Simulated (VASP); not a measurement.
# La2TaO2 (P6/mmm) in VASP: single point with PBE

Aim: the single point of La2TaO2 with PBE.

All numbers are computed with VASP 6.6.1; they aren't measurements. Logs are shortened: lines on timing, memory, paths and dates and some standing lists are left out, and cuts for length are marked.

## 1. The cell of the first run

Symmetry: P6/mmm, No. 191, hexagonal system. The conventional cell has a = 6.626 Å, b = 6.626 Å, c = 4.268 Å, α = 90.00°, β = 90.00°, γ = 120.00°. La (site symmetry -6m2) has 2 O at 2.13 Å within 2.8 Å. Within 5.0 Å of Ta (site symmetry 6/mmm) lie 6 La at 3.83 Å and 2 Ta at 4.27 Å and 12 O at 4.38 Å. Within 2.8 Å of O (site symmetry -6m2) lie 2 La at 2.13 Å.

The cell was built from a structure type or drawn by symmetry, and may not be a known phase.

## 2. Single point, PBE, collinear spin

The input, INCAR:

```
SYSTEM = La2TaO2
  PREC = Accurate
  ENCUT = 520
  EDIFF = 1E-7
  ISMEAR = 0
  SIGMA = 0.1
  LREAL = .False.
  LASPH = .True.
  NELM = 150
  ALGO = Normal
  ISIF = 2
  LWAVE = .False.
  LCHARG = .False.
  ISPIN = 2
  MAGMOM = 0 0 3.09 0 0
  LORBIT = 11
  LMAXMIX = 6
  GGA = PE
  NBANDS = 34
```

The input, KPOINTS:

```
Automatic mesh
0
Gamma
  6 6 10
  0 0 0
```

The input, POSCAR:

```
La2TaO2
1.0
    6.6259886801      0.0000000000      0.0000000000
   -3.3129943400      5.7382745222      0.0000000000
    0.0000000000      0.0000000000      4.2682875334
La Ta O
2 1 2
Direct
    0.3333333333      0.6666666667      0.0000000000
    0.6666666667      0.3333333333      0.0000000000
    0.0000000000      0.0000000000      0.0000000000
    0.3333333333      0.6666666667      0.5000000000
    0.6666666667      0.3333333333      0.5000000000
```

Potentials or basis: VASP PAW PBE potentials, release 64 (La, Ta_pv, O).

Launch:

```console
cat potpaw_PBE.64/La/POTCAR potpaw_PBE.64/Ta_pv/POTCAR potpaw_PBE.64/O/POTCAR > POTCAR
mpirun -np 1 vasp_std > vasp.out
```

OUTCAR:

```text
SYSTEM = La2TaO2
   PREC = Accurate
   ENCUT = 520
   EDIFF = 1E-7
   ISMEAR = 0
   LREAL = .False.
   LASPH = .True.
   NELM = 150
   ISIF = 2
   ISPIN = 2
   LORBIT = 11
   GGA = PE

 ion  position               nearest neighbor table
   1  0.333  0.667  0.000-   4 2.13   4 2.13
   2  0.667  0.333  0.000-   5 2.13   5 2.13
   3  0.000  0.000  0.000-
   4  0.333  0.667  0.500-   1 2.13   1 2.13
   5  0.667  0.333  0.500-   2 2.13   2 2.13

  LATTYP: Found a hexagonal cell.
 ALAT       =     6.6259886801
 C/A-ratio  =     0.6441736833

  Lattice vectors:

 A1 = (   6.6259886801,   0.0000000000,   0.0000000000)
 A2 = (  -3.3129943400,   5.7382745222,   0.0000000000)
 A3 = (   0.0000000000,   0.0000000000,   4.2682875334)

Analysis of symmetry for initial positions (statically):
=====================================================================
 Subroutine PRICEL returns:
 Original cell was already a primitive cell.

 Routine SETGRP: Setting up the symmetry group for a
 hexagonal supercell.

 Subroutine GETGRP returns: Found 24 space group operations
 (whereof 24 operations were pure point group operations)
 out of a pool of 24 trial point group operations.

The static configuration has the point symmetry D_6h.

Analysis of symmetry for dynamics (positions and initial velocities):
=====================================================================
 Subroutine PRICEL returns:
 Original cell was already a primitive cell.

 Routine SETGRP: Setting up the symmetry group for a
 hexagonal supercell.

 Subroutine GETGRP returns: Found 24 space group operations
 (whereof 24 operations were pure point group operations)
 out of a pool of 24 trial point group operations.

The dynamic configuration has the point symmetry D_6h.

Analysis of structural, dynamic, and magnetic symmetry:
=====================================================================
 Subroutine PRICEL returns:
 Original cell was already a primitive cell.

 Routine SETGRP: Setting up the symmetry group for a
 hexagonal supercell.

 Subroutine GETGRP returns: Found 24 space group operations
 (whereof 24 operations were pure point group operations)
 out of a pool of 24 trial point group operations.

The overall configuration has the point symmetry D_6h.

 Subroutine INISYM returns: Found 24 space group operations
 (whereof 24 operations are pure point group operations),
 and found     1 'primitive' translations

----------------------------------------------------------------------------------------

                                     Primitive cell

  volume of cell :     162.2877

  direct lattice vectors                    reciprocal lattice vectors
     6.625988680  0.000000000  0.000000000     0.150920874  0.087134207  0.000000000
    -3.312994340  5.738274522  0.000000000     0.000000000  0.174268414  0.000000000
     0.000000000  0.000000000  4.268287533     0.000000000  0.000000000  0.234285997

  length of vectors
     6.625988680  6.625988680  4.268287533     0.174268414  0.174268414  0.234285997

  position of ions in fractional coordinates (direct lattice)
     0.333333333  0.666666667  0.000000000
     0.666666667  0.333333333  0.000000000
     0.000000000  0.000000000  0.000000000
     0.333333333  0.666666667  0.500000000
     0.666666667  0.333333333  0.500000000

  ion indices of the primitive-cell ions
   primitive index   ion index
                 1           1
                 2           2
                 3           3
                 4           4
                 5           5

----------------------------------------------------------------------------------------

 KPOINTS: Automatic mesh

Automatic generation of k-mesh.
 Grid dimensions read from file:
 generate k-points for:    6    6   10

 Generating k-lattice:

  Cartesian coordinates                     Fractional coordinates (reciprocal lattice)
     0.025153479  0.014522368  0.000000000     0.166666667  0.000000000  0.000000000
     0.000000000  0.029044736  0.000000000     0.000000000  0.166666667  0.000000000
     0.000000000  0.000000000  0.023428600     0.000000000  0.000000000  0.100000000

  Length of vectors
     0.029044736  0.029044736  0.023428600

  Shift w.r.t. Gamma in fractional coordinates (k-lattice)
     0.000000000  0.000000000  0.000000000

 Subroutine IBZKPT returns following result:
 ===========================================

 Found     42 irreducible k-points:

 Following reciprocal coordinates:
            Coordinates               Weight
  0.000000  0.000000  0.000000      1.000000
  0.166667 -0.000000  0.000000      6.000000
  0.333333 -0.000000  0.000000      6.000000
  0.500000 -0.000000  0.000000      3.000000
  0.166667  0.166667  0.000000      6.000000
  0.333333  0.166667  0.000000     12.000000
[... 16 lines left out ...]
  0.166667 -0.000000  0.300000     12.000000
  0.333333 -0.000000  0.300000     12.000000
 [... further k-points ...]
   k-points           NKPTS =     42   k-points in BZ     NKDIM =     42   number of bands    NBANDS=     34
   number of dos      NEDOS =    301   number of ions     NIONS =      5
   total plane-waves  NPLWV =  80000
   dimension x,y,z NGX =    50 NGY =   50 NGZ =   32
   dimension x,y,z NGXF=   100 NGYF=  100 NGZF=   64
   ions per type =               2   1   2
   NGX,Y,Z   is equivalent  to a cutoff of  12.54, 12.54, 12.46 a.u.
   NGXF,Y,Z  is equivalent  to a cutoff of  25.09, 25.09, 24.93 a.u.
 SYSTEM =  La2TaO2
   PREC   = accura    normal or accurate (medium, high low for compatibility)
   ISTART =      0    job   : 0-new  1-cont  2-samecut
   ICHARG =      2    charge: 1-file 2-atom 10-const
   ISPIN  =      2    spin polarized calculation?
   LNONCOLLINEAR =      F non collinear calculations
   LSORBIT =      F    spin-orbit coupling
   LASPH  =      T    aspherical Exc in radial PAW
   ENCUT  =  520.0 eV  38.22 Ry    6.18 a.u.  12.32 12.32  7.94*2*pi/ulx,y,z
   NELM   =    150;   NELMIN=  2; NELMDL= -5     # of ELM steps
   EDIFF  = 0.1E-06   stopping-criterion for ELM
   LREAL  =      F    real-space projection
   EDIFFG = 0.1E-05   stopping-criterion for IOM
   NSW    =      0    number of steps for IOM
   IBRION =     -1    ionic relax: 0-MD 1-quasi-New 2-CG
   NFREE  =      0    steps in history (QN), initial steepest desc. (CG)
   ISIF   =      2    stress and relaxation
   ISYM   =      2    0-nonsym 1-usesym 2-fastsym
   POTIM  = 0.5000    time-step for ionic-motion
   TEBEG  =    0.0;   TEEND  =   0.0 temperature during run
   PSTRESS=    0.0 pullay stress
   NELECT =      45.0000    total number of electrons
   NUPDOWN=      -1.0000    fix difference up-down
   EMIN   =  10.00;   EMAX   =-10.00  energy-range for DOS
   EFERMI =   0.00;   METHOD = LEGACY
   ISMEAR =     0;   SIGMA  =   0.10  broadening in eV -4-tet -1-fermi 0-gaus
   EFERMI_NEDOS =   21; number of points for ismear=-14 and -15
   IALGO  =     38    algorithm
   IMIX   =      4    mixing-type and parameters
     AMIX     =   0.40;   BMIX     =  1.00
     AMIX_MAG =   1.60;   BMIX_MAG =  1.00
  volume/ion in A,a.u.               =      32.46       219.03
  Fermi-wavevector in a.u.,A,eV,Ry     =   1.067539  2.017356 15.505739  1.139640
  Thomas-Fermi vector in A             =   2.203159
   LORBIT       =     11    0 simple, 1 ext, 2 COOP (PROOUT), +10 PAW based schemes
   GGA     = PE    functional components
   LHFCALC =     F    Hartree Fock is set to
   AEXX    =    0.0000 exact exchange contribution
   IVDW    =     0    specifies the selected vdW correction
   LEPSILON=     F    determine dielectric tensor
   LRPA    =     F    only Hartree local field effects (RPA)
 spin polarized calculation
 Gauss-broadening in eV      SIGMA  =   0.10
  energy-cutoff  :      520.00
  volume of cell :      162.29
 maximum number of plane-waves:      4398
 NGX is ok and might be reduce to    50
   NGX = 25   NGY = 25   NGZ = 15

 number of electron      44.9999994 magnetization       3.8875852

 Free energy of the ion-electron system (eV)
  ---------------------------------------------------
  ext. energy  EPLUGINS =         0.00000000
  ---------------------------------------------------
  free energy    TOTEN  =       -33.88858792 eV

  energy without entropy =      -33.86705793  energy(sigma->0) =      -33.87782292

 E-fermi :   3.2211     XC(G=0):  -8.1999

 val. band max:        3.2043700514   @ k =   0.0000   0.0000   0.1000
 cond. band min:       3.2291824354   @ k =   0.3333   0.1667   0.0000
 fundamental gap:      0.0248123840
 Fermi energy:         3.2211093811

 spin component 1

 k-point     1 :       0.0000    0.0000    0.0000
  band No.  band energies     occupation
      1     -32.3032      1.00000
      2     -32.0970      1.00000
      3     -32.0970      1.00000
      4     -28.6868      1.00000
      5     -28.6054      1.00000
      6     -13.9671      1.00000
[... 26 lines left out ...]
     33       6.0325      0.00000
     34       6.4659      0.00000

 k-point     2 :       0.1667   -0.0000    0.0000
  band No.  band energies     occupation
      1     -32.3032      1.00000
      2     -32.0970      1.00000
      3     -32.0970      1.00000
      4     -28.6819      1.00000
      5     -28.6102      1.00000
      6     -13.9638      1.00000
[... 26 lines left out ...]
     33       6.1214      0.00000
     34       6.5481      0.00000
[... 775 lines left out ...]
     33       6.4340      0.00000
     34       6.4450      0.00000

 k-point    24 :       0.3333   -0.0000    0.3000
  band No.  band energies     occupation
      1     -32.3085      1.00000
      2     -32.0968      1.00000
      3     -32.0966      1.00000
      4     -28.6275      1.00000
      5     -28.5810      1.00000
      6     -15.9287      1.00000
[... 26 lines left out ...]
     33       6.4318      0.00000
     34       6.4454      0.00000

 [... further k-points ...]

 spin component 2

 k-point     1 :       0.0000    0.0000    0.0000
  band No.  band energies     occupation
      1     -30.9346      1.00000
      2     -30.7270      1.00000
      3     -30.7270      1.00000
      4     -28.6612      1.00000
      5     -28.5806      1.00000
      6     -13.9290      1.00000
[... 26 lines left out ...]
     33       6.0774      0.00000
     34       6.4916      0.00000

 k-point     2 :       0.1667   -0.0000    0.0000
  band No.  band energies     occupation
      1     -30.9346      1.00000
      2     -30.7271      1.00000
      3     -30.7270      1.00000
      4     -28.6563      1.00000
      5     -28.5853      1.00000
      6     -13.9257      1.00000
[... 26 lines left out ...]
     33       6.1998      0.00000
     34       6.5518      0.00000
[... 775 lines left out ...]
     33       6.4524      0.00000
     34       6.4977      0.00000

 k-point    24 :       0.3333   -0.0000    0.3000
  band No.  band energies     occupation
      1     -30.9394      1.00000
      2     -30.7269      1.00000
      3     -30.7266      1.00000
      4     -28.6020      1.00000
      5     -28.5560      1.00000
      6     -15.8978      1.00000
[... 26 lines left out ...]
     33       6.4499      0.00000
     34       6.4822      0.00000

 [... further k-points ...]

------------------------ aborting loop because EDIFF is reached ----------------------------------------

  FORCE on cell =-STRESS in cart. coord.  units (eV):
  Direction    XX          YY          ZZ          XY          YZ          ZX
  --------------------------------------------------------------------------------------
  -------------------------------------------------------------------------------------
  Total       -0.0357677     -0.0357677     -0.0498817     -0.0000000     -0.0000000     -0.0000000
  in kB       -0.3531146     -0.3531146     -0.4924546     -0.0000000     -0.0000000     -0.0000000
  external PRESSURE =      -0.3995612 kB  Pullay stress =       0.0000000 kB

 VOLUME and BASIS-vectors are now :
 -----------------------------------------------------------------------------
  energy-cutoff  :      520.00
  volume of cell :      162.29
      direct lattice vectors                 reciprocal lattice vectors
     6.625988680  0.000000000  0.000000000     0.150920874  0.087134207  0.000000000
    -3.312994340  5.738274522  0.000000000     0.000000000  0.174268414  0.000000000
     0.000000000  0.000000000  4.268287533     0.000000000  0.000000000  0.234285997

 POSITION                                       TOTAL-FORCE (eV/Angst)
 -----------------------------------------------------------------------------------
     -0.00000      3.82552      0.00000        -0.000000     -0.000000      0.000000
      3.31299      1.91276      0.00000        -0.000000      0.000000      0.000000
      0.00000      0.00000      0.00000        -0.000000      0.000000      0.000000
     -0.00000      3.82552      2.13414        -0.000000     -0.000000      0.000000
      3.31299      1.91276      2.13414         0.000000      0.000000      0.000000
 -----------------------------------------------------------------------------------
    total drift:                                0.000000      0.000000     -0.000000

  FREE ENERGIE OF THE ION-ELECTRON SYSTEM (eV)
  ---------------------------------------------------
  free  energy   TOTEN  =       -33.8885879201 eV

  energy  without entropy=      -33.8670579253  energy(sigma->0) =      -33.87782292

 total charge

# of ion       s       p       d       f       tot
--------------------------------------------------
    1        2.023   5.625   0.756   0.389   8.792
    2        2.023   5.625   0.756   0.389   8.792
    3        0.390   5.940   2.253   0.000   8.583
    4        1.592   3.432   0.000   0.000   5.024
    5        1.592   3.432   0.000   0.000   5.024
--------------------------------------------------
tot          7.619  24.054   3.764   0.778  36.215

 magnetization (x)

# of ion       s       p       d       f       tot
--------------------------------------------------
    1        0.005   0.007   0.033   0.012   0.056
    2        0.005   0.007   0.033   0.012   0.056
    3        0.044   0.020   2.088   0.000   2.152
    4        0.001   0.022   0.000   0.000   0.022
    5        0.001   0.022   0.000   0.000   0.022
--------------------------------------------------
tot          0.055   0.076   2.154   0.025   2.309
```

Wall time 13 min (1 thread of Intel Xeon Platinum 8488C (Sapphire Rapids), shared host); peak memory 0.58 GiB.

Results:

- Free energy: -33.8886 eV
- Pressure: 0.0 GPa
- Net moment: 3.89 μB per cell
- Site moments: La +0.06; Ta +2.15; O +0.02 μB
- Valence electrons inside the program's atomic spheres: La 8.79; Ta 8.58; O 5.02

Caveat: spin-orbit coupling is left out, which moves the levels of the heavy elements.
